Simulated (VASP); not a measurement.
Here is a VASP 6.6.1 calculation.

INCAR

```
  PREC = Accurate
  ENCUT = 520
  EDIFF = 1E-7
  ISMEAR = 0
  SIGMA = 0.1
  LREAL = False
  LASPH = True
  NELM = 150
  ALGO = Normal
  ISIF = 2
  LWAVE = False
  LCHARG = False
  ISPIN = 2
  MAGMOM = 0 0 7 0 0
  LORBIT = 11
  LMAXMIX = 6
  GGA = PE
  NBANDS = 38
```

Contents of KPOINTS:

```
Automatic mesh
0
Gamma
  6 6 4
```

The input POSCAR:

```
GdY2O2
1.0
    4.0585507500      0.0000000000      0.0000000000
   -2.0292753800      3.5148080500      0.0000000000
    0.0000000000      0.0000000000      6.6259536100
Y Gd O
2 1 2
Direct
    0.3333333300      0.6666666700      0.6332541100
    0.6666666700      0.3333333300      0.3667458900
    0.0000000000      0.0000000000      0.0000000000
    0.3333333300      0.6666666700      0.2376598300
    0.6666666700      0.3333333300      0.7623401700
```

Potentials or basis: VASP PAW PBE potentials, release 64 (Y_sv, Gd, O).

Run with:

```console
$ cat potpaw_PBE.64/Y_sv/POTCAR potpaw_PBE.64/Gd/POTCAR potpaw_PBE.64/O/POTCAR > POTCAR
$ mpirun -np 1 vasp_std > vasp.out
```

Q: Estimate the site moments.

A: Y +0.51; Gd +6.99; O +0.00 μB.

Q: Predict the largest force.

A: 1.995 eV/Å.

Q: Predict the net moment.

A: 8.99 μB per cell.

Stress tensor (GPa, compression positive):
```
-7.29  0.00  0.00
 0.00 -7.29  0.00
 0.00  0.00  0.58
```

Caveat: the cell stands under tension; a cell with one magnetic atom can't hold antiferromagnetic order, which such compounds often take; forces of over 1 eV/Å act on the atoms, so gaps and moduli don't describe the material at rest. The state reached can hang on the start; a lower one may exist.
